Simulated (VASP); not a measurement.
Os: single point with PBE

The system is Os.

```xyz
2
Lattice="2.9528 0.0000 0.0000 -1.4764 2.5572 0.0000 0.0000 0.0000 4.4925" Properties=species:S:1:pos:R:3 pbc="T T T"
Os    0.0000    1.7048    1.1231
Os    1.4764    0.8524    3.3694
```

This cell differs from its parent crystal: strain +0.080 along x and y, +0.040 along z.

```yaml
Program: VASP 6.6.1
Task: single point
Functional: PBE
Potentials_or_basis: VASP PAW PBE potentials, release 64 (Os)
Cutoff: 520 eV
k_mesh: 18 × 18 × 12
Occupations: gaussian, width 0.15 eV
Spin: no spin polarisation
```

```yaml
Pressure: -44.7 GPa
Band_gap_on_the_k_mesh: zero (band 8 reaches 8.15 eV, above the bottom of band 9 at 5.26 eV)
```

Stress tensor (GPa, compression positive):
```
-46.98   0.00   0.00
  0.00 -46.98   0.00
  0.00   0.00 -40.05
```

Levels at points of the mesh, in eV from the Fermi level:
```
           k point  band 4  band 5  band 6  band 7  band 8  band 9  band 10  band 11  band 12  band 13
(0.00, 0.00, 0.00)   -2.33   -1.78   -1.64   -1.64   -1.46   -1.46     0.50     1.23     1.23     7.42
(0.50, 0.00, 0.00)   -2.91   -2.48   -1.81   -1.24    1.19    1.68     2.07     3.16     4.18     8.11
(0.00, 0.00, 0.50)   -2.59   -2.58   -2.58   -2.58   -2.58    0.64     0.64     0.64     0.64    13.48
(0.50, 0.00, 0.50)   -3.91   -1.05   -1.05   -0.10   -0.10    1.50     1.50     2.51     2.51     7.02
```

Run time: 50 s on 1 thread of Intel(R) Xeon(R) Platinum 8488C (Sapphire Rapids), with other jobs on the host, peak memory 0.24 GiB.

Caveat: the cell differs from its parent crystal (strain +0.080 along x and y, +0.040 along z); spin-orbit coupling is left out, which moves the levels of the heavy elements.
